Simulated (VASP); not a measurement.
Set up this calculation in VASP 6.6.1, as the native input.

| Item | Value |
| --- | --- |
| Task | relaxation of cell and atoms |
| Functional | RPBE |
| Dispersion | D3(BJ) |
| Potentials or basis | VASP PAW PBE potentials, release 64 (Mn_sv, O) |
| Cutoff | 700 eV |
| k mesh | 11 × 11 × 6 |
| Occupations | fermi-dirac, width 0.05 eV |
| Spin | collinear spin, ferromagnetic start |
| Starting moments | [4.0, 0.0, 0.0] μB |
| Dipole correction | no |
| Further INCAR settings | ALGO = Normal; EDIFF = 1e-07; IBRION = 2; EDIFFG = -0.01; NSW = 60; ISIF = 3 |

The structure of MnO2 lies in POSCAR:

```
MnO2
1.0
    2.8565781804      0.0000000000      0.0000000000
   -1.4282890902      2.4738692722      0.0000000000
    0.0000000000      0.0000000000      4.6013740589
Mn O
1 2
Direct
    0.0000000000      0.0000000000      0.5000000000
    0.3333333333      0.6666666667      0.7062925700
    0.6666666667      0.3333333333      0.2937074300
```

The input as run:

INCAR

```
SYSTEM = MnO2
PREC = Accurate
ENCUT = 700
EDIFF = 1E-7
ISMEAR = -1
SIGMA = 0.05
LREAL = .False.
LASPH = .True.
NELM = 200
ALGO = Normal
ISIF = 3
LWAVE = .False.
LCHARG = .False.
ISPIN = 2
MAGMOM = 4 0 0
LORBIT = 11
LMAXMIX = 4
GGA = RP
IVDW = 12
IBRION = 2
NSW = 60
EDIFFG = -0.01
GGA_COMPAT = .False.
NELMIN = 4
```

KPOINTS

```
Automatic mesh
0
Gamma
  11 11 6
  0 0 0
```

Potentials or basis: VASP PAW PBE potentials, release 64 (Mn_sv, O).

Run with:

```sh
$ cat potpaw_PBE.64/Mn_sv/POTCAR potpaw_PBE.64/O/POTCAR > POTCAR
$ mpirun -np 1 vasp_std > vasp.out
```

It gave:

```
Relaxed volume                                        : 10.66 Å³/atom
Relaxed cell                                          : a = 2.848 Å, b = 2.848 Å, c = 4.553 Å, α = 90.00°, β = 90.00°, γ = 120.00°
Space group after relaxing (to 0.1 Å)                 : P-3m1 (No. 164)
Energy gained by relaxing                             : 2.8 meV/atom
Ionic steps                                           : 17
Pressure after relaxing                               : -0.1 GPa
Largest force after relaxing                          : 0.007 eV/Å
Band gap on the k mesh                                : 0.98 eV (least direct gap 1.06 eV)
Net moment                                            : 3.00 μB per cell
Site moments                                          : Mn +2.74; O +0.04 μB
Valence electrons inside the program's atomic spheres : Mn 12.77; O 5.01
Dispersion energy per atom                            : -0.554 eV
```

Caveat: the PAW data sets were made with another functional, which shifts forces and pressure a little; a cell with one magnetic atom can't hold antiferromagnetic order, which such compounds often take.

Run time: 22 min on 1 thread of Intel(R) Xeon(R) Platinum 8488C (Sapphire Rapids), with other jobs on the host, peak memory 0.31 GiB.
